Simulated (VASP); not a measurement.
Runs of VASP 6.6.1 on SrTiO3. Symmetry: Pm-3m, No. 221, cubic system. The conventional cell has a = 3.905 Å, b = 3.905 Å, c = 3.905 Å, α = 90.00°, β = 90.00°, γ = 90.00°. Within 3.6 Å of Sr (site symmetry m-3m) lie 12 O at 2.76 Å and 8 Ti at 3.38 Å. Ti (site symmetry m-3m) has 6 O at 1.95 Å within 2.6 Å. Within 2.6 Å of O (site symmetry 4/mmm) lie 2 Ti at 1.95 Å. 

```csv
task,potentials or basis,k mesh,cutoff (eV),GW scheme,GW iterations,cutoff of the response function,frequency points,empty bands,gap on the mesh (eV),pressure (GPa)
single point,"VASP PAW PBE potentials, release 64 (Sr_sv, Ti_sv, O)",5 × 5 × 5,600,-,-,-,-,-,1.98,4.8
single point,"VASP PAW PBE potentials, release 64 (Sr_sv, Ti_sv, O)",4 × 4 × 4,600,-,-,-,-,-,1.84,4.8
single point,"VASP PAW PBE potentials, release 64 (Sr_sv, Ti_sv, O)",2 × 2 × 2,600,-,-,-,-,-,1.47,(a)
single point,"VASP PAW PBE potentials, release 64 (Sr_sv, Ti_sv, O)",3 × 3 × 3,600,-,-,-,-,-,(b),5.1
```

Alike in all rows: level PBE; no spin polarisation; cell as given; smearing gaussian 0.01 eV.

**Question.** Fill in the values left out.

**Answer.** (a) 7.2; (b) 2.09.

Caveats: some runs use coarse meshes.

A k mesh can miss the band edges, and the runs leave out spin-orbit coupling on Sr.
